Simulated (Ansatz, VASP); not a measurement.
**Two plane-wave programs on NaF**

The input INCAR:

```
PREC = Accurate
ENCUT = 600
EDIFF = 1E-7
ISMEAR = 0
SIGMA = 0.02
LREAL = False
LASPH = True
NELM = 120
ALGO = Normal
ISIF = 3
LWAVE = False
LCHARG = False
GGA = PE
IBRION = 2
NSW = 100
EDIFFG = -0.002
GGA_COMPAT = False
NELMIN = 4
```

KPOINTS

```
regular mesh
0
Gamma
  8 8 8
```

Contents of POSCAR:

```
NaF
1.0
    0.0000000000      2.3150000000      2.3150000000
    2.3150000000      0.0000000000      2.3150000000
    2.3150000000      2.3150000000      0.0000000000
Na F
1 1
Direct
    0.0000000000      0.0000000000      0.0000000000
    0.5000000000      0.5000000000      0.5000000000
```

Input for Ansatz:

```yaml
crystal:
  lattice:
    - [0.0, 2.315, 2.315]
    - [2.315, 0.0, 2.315]
    - [2.315, 2.315, 0.0]
  atoms:
    - { symbol: Na, position: [0.0, 0.0, 0.0] }
    - { symbol: F, position: [0.5, 0.5, 0.5] }
basis:
  ecutwfc: 420
kpoints:
  mp_grid: { grid: [8, 8, 8] }
hamiltonian:
  xc: pbe
  pseudopotentials: { kind: paw, azcp: { folder: soft_1 } }
scf:
  occupations: { method: gaussian, width: 0.02 }
output:
  forces: true
  stress: true
  eigenvalues: true
  write_density: true
  write_potential: true
  elf: true
  volumetric_format: npy
relax:
  adjacent_minimum: "off"
  f_tol: 0.002
  max_steps: 80
  cell: { stress_tol: 0.02 }
```

Alike in both runs: task relaxation of cell and atoms; functional PBE; k mesh 8 × 8 × 8; occupations gaussian, width 0.02 eV; no spin polarisation.

```csv
,VASP,Ansatz
version,VASP 6.6.1,Ansatz 0.2.0
potentials or method,"VASP PAW PBE potentials, release 64 (Na_pv, F), cutoff 600 eV","scalar-relativistic, plane waves, PAW"
valence electrons in the cell,14,16
```

Ansatz gave:

```
gap on the k mesh at the Fermi level, each at its own relaxed structure (eV) : 6.09
relaxed volume (Å³/atom)                                                     : 12.99
relaxed cell length with the largest relative difference (Å)                 : 3.324
```

Problem. Which values does VASP return?

Solution. gap on the k mesh at the Fermi level, each at its own relaxed structure (eV): 6.09; relaxed volume (Å³/atom): 12.94; relaxed cell length with the largest relative difference (Å): 3.320.

VASP's potentials hold 14 valence electrons a cell and Ansatz's 16, so a difference there can come from the potentials and not from the codes.
